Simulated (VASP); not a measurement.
Input of a VASP 6.6.1 run:

INCAR

```
SYSTEM = MgS
  PREC = Accurate
  ENCUT = 520
  EDIFF = 1E-7
  ISMEAR = 0
  SIGMA = 0.1
  LREAL = .FALSE.
  LASPH = .TRUE.
  NELM = 100
  ALGO = Normal
  ISIF = 2
  LWAVE = .FALSE.
  LCHARG = .FALSE.
  GGA = PE
  NBANDS = 11
```

Contents of KPOINTS:

```
Automatic mesh
0
G
  6 6 4
  0 0 0
```

Contents of POSCAR:

```
MgS
1.0
    3.6115249240      0.0000000031      0.0000000000
   -1.8057624647      3.1276723290      0.0000000000
    0.0000000000      0.0000000000      3.3153620375
Mg S
1 1
Direct
    0.3333333333      0.6666666667      0.5000000000
    0.0000000000      0.0000000000      0.0000000000
```

Potentials or basis: VASP PAW PBE potentials, release 64 (Mg, S).

Command:

```bash
$ cat potpaw_PBE.64/Mg/POTCAR potpaw_PBE.64/S/POTCAR > POTCAR
$ mpirun -np 1 vasp_std > vasp.out
```

Problem. Estimate the pressure.

Solution. -0.3 GPa.

Problem. Predict the band gap on the k mesh.

Solution. 1.13 eV (least direct gap 2.07 eV).

Stress tensor (GPa, compression positive):
```
-0.30  0.00  0.00
 0.00 -0.30  0.00
 0.00  0.00 -0.39
```

Caveat: the k points lie up to 0.47 Å⁻¹ apart. A k mesh can miss the band edges.
